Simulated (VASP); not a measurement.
Input of a VASP 6.6.1 run:

File INCAR:

```
PREC     = Accurate       # precision mode
ENCUT    = 910            # plane-wave cutoff, eV
EDIFF    = 1E-6           # SCF threshold, eV
ISMEAR   = 0              # smearing method
SIGMA    = 0.01           # smearing width, eV
LREAL    = F              # projectors in reciprocal space
LASPH    = T              # aspherical terms in the spheres
NELM     = 120            # most SCF steps
ALGO     = Normal         # electronic algorithm
ISIF     = 2              # what is computed and relaxed
LWAVE    = F              # write WAVECAR
LCHARG   = F              # write CHGCAR
NBANDS   = 11             # bands
GGA_COMPAT= F
```

The input KPOINTS:

```
Automatic mesh
0
Gamma
  8 8 8
```

File POSCAR:

```
C
1.0
    0.0000000000      1.7833700000      1.7833700000
    1.7833700000      0.0000000000      1.7833700000
    1.7833700000      1.7833700000      0.0000000000
C
2
Direct
    0.0000000000      0.0000000000      0.0000000000
    0.2500000000      0.2500000000      0.2500000000
```

Potentials or basis: VASP PAW LDA potentials, release 64 (C_h).

The run is started by

```sh
$ cat potpaw_LDA.64/C_h/POTCAR > POTCAR
$ mpirun -np 1 vasp_std > vasp.out
```

Task: What does it give for the band gap on the k mesh?

Result: 4.10 eV, indirect (least direct gap 5.54 eV).

Task: Estimate the pressure.

Result: -12.5 GPa.

Caveat: the cutoff is under 1.25 times the usual one of these potentials, so pressure, stress and relaxed cells hold a basis-set (Pulay) error. LDA gaps usually lie below the measured ones, often by a third to a half.
